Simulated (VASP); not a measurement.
Wanted: the native input for a VASP 6.6.1 run.

```
Task                   : single point
Functional             : PBE
Potentials or basis    : VASP PAW PBE potentials, release 64 (Si)
Cutoff                 : 520 eV
k mesh                 : 15 × 10 × 1
Occupations            : fermi-dirac, width 0.1 eV
Spin                   : no spin polarisation
Dipole correction      : yes
Further INCAR settings : ALGO = Normal; EDIFF = 1e-07; NBANDS = 21
```

The structure of Si lies in POSCAR:

```
Si
1.0
    2.6702107599      0.0000000000      0.0000000000
    0.0000000000      4.3604359116      0.0000000000
    0.0000000000      0.0000000000     22.2937000000
Si
6
Direct
   -0.0002923168      0.2500000000      0.3540238151
    1.0000134797      0.7500000000      0.4056718092
    0.9998328105      0.2500000000      0.4723927671
    0.0001671919      0.7500000000      0.5276072280
    0.9999865138      0.2500000000      0.5943281954
    1.0002923200      0.7500000000      0.6459761859
```

These files were run (other wordings do the same):

INCAR

```
SYSTEM = Si
PREC     = Accurate       ! precision mode
ENCUT    = 520            ! plane-wave cutoff, eV
EDIFF    = 1E-7           ! SCF threshold, eV
ISMEAR   = -1             ! smearing method
SIGMA    = 0.1            ! smearing width, eV
LREAL    = .FALSE.        ! projectors in reciprocal space
LASPH    = .TRUE.         ! aspherical terms in the spheres
NELM     = 60             ! most SCF steps
ALGO     = Normal         ! electronic algorithm
ISIF     = 2              ! what is computed and relaxed
LWAVE    = .FALSE.        ! write WAVECAR
LCHARG   = .FALSE.        ! write CHGCAR
LDIPOL   = .TRUE.       
IDIPOL   = 3            
DIPOL    = 0.5 0.5 0.500
GGA      = PE             ! functional
NBANDS   = 21             ! bands
```

KPOINTS

```
Automatic mesh
0
G
  15 10 1
  0 0 0
```

Potentials or basis: VASP PAW PBE potentials, release 64 (Si).

Run with:

```console
$ cat potpaw_PBE.64/Si/POTCAR > POTCAR
$ mpirun -np 1 vasp_std > vasp.out
```

Results of the run:

| Item | Value |
| --- | --- |
| Largest force | 0.006 eV/Å |
| Band gap on the k mesh | zero (bands 12 and 13 overlap by 3.48 eV) |

It took 3.9 min on 1 thread of Intel(R) Xeon(R) 6975P-C (Granite Rapids) (shared host), peak memory 0.42 GiB.
